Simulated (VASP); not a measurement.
# Fe (Pm-3m) in VASP: notebook, part 2 of 2

VASP 6.6.1. The steps go on from the part before.

## 5. Single point, PBEsol (volume scaled by 1.08)

Contents of INCAR:

```
SYSTEM = Fe
ALGO = Normal ; EDIFF = 1E-6
ENCUT = 520 ; GGA = PS
ISIF = 2 ; ISMEAR = -1
LASPH = .TRUE. ; LCHARG = .FALSE.
LREAL = .FALSE. ; LWAVE = .FALSE.
NBANDS = 10 ; NELM = 80
PREC = Accurate ; SIGMA = 0.1
```

Contents of KPOINTS:

```
k-points
0
G
  16 16 16
  0 0 0
```

Contents of POSCAR:

```
Fe
1.0
    2.2947961631      0.0000000000      0.0000000000
    0.0000000000      2.2947961631      0.0000000000
    0.0000000000      0.0000000000      2.2947961631
Fe
1
Direct
    0.0000000000      0.0000000000      0.0000000000
```

Potentials or basis: VASP PAW PBE potentials, release 64 (Fe).

Run with:

```
$ cat potpaw_PBE.64/Fe/POTCAR > POTCAR
$ mpirun -np 1 vasp_std > vasp.out
```

OUTCAR:

```text
SYSTEM = Fe
   EDIFF = 1E-6
   ENCUT = 520
   GGA = PS
   ISIF = 2
   ISMEAR = -1
   LASPH = .TRUE.
   LREAL = .FALSE.
   NELM = 80
   PREC = Accurate

 ion  position               nearest neighbor table
   1  0.000  0.000  0.000-

  LATTYP: Found a simple cubic cell.
 ALAT       =     2.2947961631

  Lattice vectors:

 A1 = (   2.2947961631,   0.0000000000,   0.0000000000)
 A2 = (   0.0000000000,   2.2947961631,   0.0000000000)
 A3 = (   0.0000000000,   0.0000000000,   2.2947961631)

Analysis of symmetry for initial positions (statically):
=====================================================================
 Subroutine PRICEL returns:
 Original cell was already a primitive cell.

 Routine SETGRP: Setting up the symmetry group for a
 simple cubic supercell.

 Subroutine GETGRP returns: Found 48 space group operations
 (whereof 48 operations were pure point group operations)
 out of a pool of 48 trial point group operations.

The static configuration has the point symmetry O_h .

Analysis of symmetry for dynamics (positions and initial velocities):
=====================================================================
 Subroutine PRICEL returns:
 Original cell was already a primitive cell.

 Routine SETGRP: Setting up the symmetry group for a
 simple cubic supercell.

 Subroutine GETGRP returns: Found 48 space group operations
 (whereof 48 operations were pure point group operations)
 out of a pool of 48 trial point group operations.

The dynamic configuration has the point symmetry O_h .

 Subroutine INISYM returns: Found 48 space group operations
 (whereof 48 operations are pure point group operations),
 and found     1 'primitive' translations

----------------------------------------------------------------------------------------

                                     Primitive cell

[... 104 lines left out ...]
   EFERMI_NEDOS =   21; number of points for ismear=-14 and -15
   IALGO  =     38    algorithm
   IMIX   =      4    mixing-type and parameters
     AMIX     =   0.40;   BMIX     =  1.00
     AMIX_MAG =   1.60;   BMIX_MAG =  1.00
  volume/ion in A,a.u.               =      12.08        81.55
  Fermi-wavevector in a.u.,A,eV,Ry     =   1.426792  2.696246 27.697868  2.035736
  Thomas-Fermi vector in A             =   2.547031
   LORBIT       =      0    0 simple, 1 ext, 2 COOP (PROOUT), +10 PAW based schemes
   GGA     = PS    functional components
   LHFCALC =     F    Hartree Fock is set to
   AEXX    =    0.0000 exact exchange contribution
   IVDW    =     0    specifies the selected vdW correction
   LEPSILON=     F    determine dielectric tensor
   LRPA    =     F    only Hartree local field effects (RPA)
 non-spin polarized calculation
  energy-cutoff  :      520.00
  volume of cell :       12.08
 maximum number of plane-waves:       341
 NGX is ok and might be reduce to    18
   NGX =  9   NGY =  9   NGZ =  9

 number of electron       7.9999993 magnetization

 Free energy of the ion-electron system (eV)
  ---------------------------------------------------
  ext. energy  EPLUGINS =         0.00000000
  ---------------------------------------------------
  free energy    TOTEN  =        -7.85483360 eV

  energy without entropy =       -7.77371531  energy(sigma->0) =       -7.81427445

 E-fermi :   5.2558     XC(G=0): -12.8674

 val. band max:        5.2486532689   @ k =   0.5000   0.0625   0.0000
 cond. band min:       5.2568004145   @ k =   0.3125   0.2500   0.1250
 fundamental gap:      0.0081471456
 Fermi energy:         5.2557827782

 k-point     1 :       0.0000    0.0000    0.0000
  band No.  band energies     occupation
      1      -2.8547      2.00000
      2       1.6483      2.00000
      3       1.6483      2.00000
      4       6.1831      0.00019
      5       6.1831      0.00019
      6       6.1832      0.00019
      7      25.4594      0.00000
      8      25.4594      0.00000
      9      25.4594      0.00000
     10      29.4741      0.00000
[... 287 lines left out ...]
 k-point    24 :       0.5000    0.1250    0.0000
  band No.  band energies     occupation
      1       1.8549      2.00000
      2       2.5883      2.00000
      3       2.8982      2.00000
      4       4.7219      1.99044
      5       6.0809      0.00052
      6       6.1084      0.00040
      7      10.7798      0.00000
      8      26.7154      0.00000
      9      29.8464      0.00000
     10      31.2562      0.00000

 [... further k-points ...]
[... 5 lines left out ...]
  --------------------------------------------------------------------------------------
  -------------------------------------------------------------------------------------
  Total       -1.1663315     -1.1663315     -1.1663315      0.0000000      0.0000000     -0.0000000
  in kB     -154.6323031   -154.6323031   -154.6323031      0.0000000      0.0000000     -0.0000000
  external PRESSURE =    -154.6323031 kB  Pullay stress =       0.0000000 kB

 VOLUME and BASIS-vectors are now :
 -----------------------------------------------------------------------------
  energy-cutoff  :      520.00
  volume of cell :       12.08
      direct lattice vectors                 reciprocal lattice vectors
     2.294796163  0.000000000  0.000000000     0.435768552  0.000000000  0.000000000
     0.000000000  2.294796163  0.000000000     0.000000000  0.435768552  0.000000000
     0.000000000  0.000000000  2.294796163     0.000000000  0.000000000  0.435768552

 POSITION                                       TOTAL-FORCE (eV/Angst)
 -----------------------------------------------------------------------------------
      0.00000      0.00000      0.00000         0.000000      0.000000      0.000000
 -----------------------------------------------------------------------------------
    total drift:                               -0.000000      0.000000     -0.000000

  FREE ENERGIE OF THE ION-ELECTRON SYSTEM (eV)
  ---------------------------------------------------
  free  energy   TOTEN  =        -7.8548335985 eV

  energy  without entropy=       -7.7737153089  energy(sigma->0) =       -7.81427445
```

OSZICAR:

```text
N       E                     dE             d eps       ncg     rms          rms(c)
DAV:   1     0.177008898152E+02    0.17701E+02   -0.43597E+03  3446   0.101E+03
DAV:   2    -0.855667792200E+01   -0.26258E+02   -0.25075E+02  3326   0.130E+02
DAV:   3    -0.907268002459E+01   -0.51600E+00   -0.51333E+00  3814   0.233E+01
DAV:   4    -0.907499849879E+01   -0.23185E-02   -0.23181E-02  3698   0.144E+00
DAV:   5    -0.907501790156E+01   -0.19403E-04   -0.19402E-04  3692   0.126E-01    0.102E+01
DAV:   6    -0.801373535707E+01    0.10613E+01   -0.12463E+01  3608   0.516E+01    0.258E+00
DAV:   7    -0.786743666770E+01    0.14630E+00   -0.10656E+00  3636   0.149E+01    0.755E-01
DAV:   8    -0.785761376021E+01    0.98229E-02   -0.86341E-03  4882   0.786E-01    0.324E-01
DAV:   9    -0.785483296153E+01    0.27808E-02   -0.26151E-03  4472   0.299E-01    0.460E-02
DAV:  10    -0.785483820824E+01   -0.52467E-05   -0.14445E-05  3748   0.499E-02    0.172E-02
DAV:  11    -0.785483365629E+01    0.45519E-05   -0.88967E-07  2306   0.873E-03    0.843E-04
DAV:  12    -0.785483359855E+01    0.57747E-07   -0.36134E-08  1782   0.170E-03
   1 F= -.78548336E+01 E0= -.78142745E+01  d E =-.811183E-01
```

stdout:

```text
POSCAR found type information on POSCAR Fe
 POSCAR found :  1 types and       1 ions
 scaLAPACK will be used
 -----------------------------------------------------------------------------
|                                                                             |
|                                                                             |
|     You enforced a specific xc type in the INCAR file but a different       |
|     I HOPE YOU KNOW WHAT YOU ARE DOING!                                     |
|                                                                             |
 -----------------------------------------------------------------------------

 LDA part: xc-table for (Slater+PW92), standard interpolation
 POSCAR, INCAR and KPOINTS ok, starting setup
 FFT: planning ... GRIDC
 FFT: planning ... GRID_SOFT
 FFT: planning ... GRID
 WAVECAR not read
 entering main loop
```

Wall time 11 s (1 thread of Intel Xeon 6975P-C, shared host); peak memory 0.13 GiB.

Results:

```
Free energy            : -7.8548 eV
Pressure               : -15.5 GPa
Band gap on the k mesh : zero (band 4 reaches 7.31 eV, above the bottom of band 5 at 4.63 eV)
```

Levels at points of the mesh, in eV from the Fermi level:
| k point | band 2 | band 3 | band 4 | band 5 | band 6 | band 7 |
| --- | --- | --- | --- | --- | --- | --- |
| (0.00, 0.00, 0.00) | -3.61 | -3.61 | 0.93 | 0.93 | 0.93 | 20.20 |
| (0.50, 0.00, 0.00) | -3.00 | -1.16 | -0.58 | -0.58 | 1.06 | 5.50 |
| (0.50, 0.50, 0.00) | -2.46 | -0.26 | -0.26 | 1.97 | 5.65 | 5.65 |
| (0.50, 0.50, 0.50) | -3.29 | -3.29 | 2.05 | 2.05 | 12.85 | 13.13 |

Caveat: the PAW data sets were made with another functional, which shifts forces and pressure a little; the run has no spin polarisation, though such a crystal can be magnetic. Spin polarisation is off, so any magnetic state and its effect on volume and gap are missing.

## 6. Single point, PBEsol (volume scaled by 1.12)

Contents of INCAR:

```
  ALGO = Normal
  EDIFF = 1E-6
  ENCUT = 520
  GGA = PS
  ISIF = 2
  ISMEAR = -1
  LASPH = True
  LCHARG = False
  LREAL = False
  LWAVE = False
  NBANDS = 10
  NELM = 100
  PREC = Accurate
  SIGMA = 0.1
```

Contents of KPOINTS:

```
k-points
0
Gamma
  16 16 16
```

Contents of POSCAR:

```
Fe
1.0
    2.3227842406      0.0000000000      0.0000000000
    0.0000000000      2.3227842406      0.0000000000
    0.0000000000      0.0000000000      2.3227842406
Fe
1
Direct
    0.0000000000      0.0000000000      0.0000000000
```

Potentials or basis: VASP PAW PBE potentials, release 64 (Fe).

Run with:

```
$ cat potpaw_PBE.64/Fe/POTCAR > POTCAR
$ mpirun -np 1 vasp_std > vasp.out
```

It took 11 s on 1 thread of Intel Xeon 6975P-C, shared host; peak memory 0.13 GiB.

Results (log left out):

```yaml
Free_energy: -7.8041 eV
Pressure: -20.7 GPa
Band_gap_on_the_k_mesh: zero (band 4 reaches 6.84 eV, above the bottom of band 5 at 4.31 eV)
```

Levels at points of the mesh, in eV from the Fermi level:
```
           k point  band 2  band 3  band 4  band 5  band 6  band 7
(0.00, 0.00, 0.00)   -3.43   -3.43    0.88    0.88    0.88   19.75
(0.50, 0.00, 0.00)   -2.85   -1.08   -0.54   -0.54    1.01    5.25
(0.50, 0.50, 0.00)   -2.36   -0.25   -0.25    1.87    5.51    5.51
(0.50, 0.50, 0.50)   -3.11   -3.11    1.95    1.95   12.71   12.71
```

Caveat: the PAW data sets were made with another functional, which shifts forces and pressure a little; the run has no spin polarisation, though such a crystal can be magnetic.

## 7. Overview

```csv
cell,gap on the mesh (eV),pressure (GPa)
"a = 2.206 Å, 1 atom",none,9.5
"a = 2.237 Å, 1 atom",none,-0.7
"a = 2.266 Å, 1 atom",none,-8.9
"a = 2.295 Å, 1 atom",none,-15.5
"a = 2.323 Å, 1 atom",none,-20.7
```

Alike in all rows: task single point; level PBEsol; potentials or basis VASP PAW PBE potentials, release 64 (Fe); no spin polarisation; k mesh 16 × 16 × 16; cutoff (eV) 520; smearing fermi-dirac 0.1 eV.

Caveats: the PAW data sets were made with another functional, which shifts forces and pressure a little; the run has no spin polarisation, though such a crystal can be magnetic.

Total energies depend on the potentials used, so only differences within one code and one set of settings carry meaning.
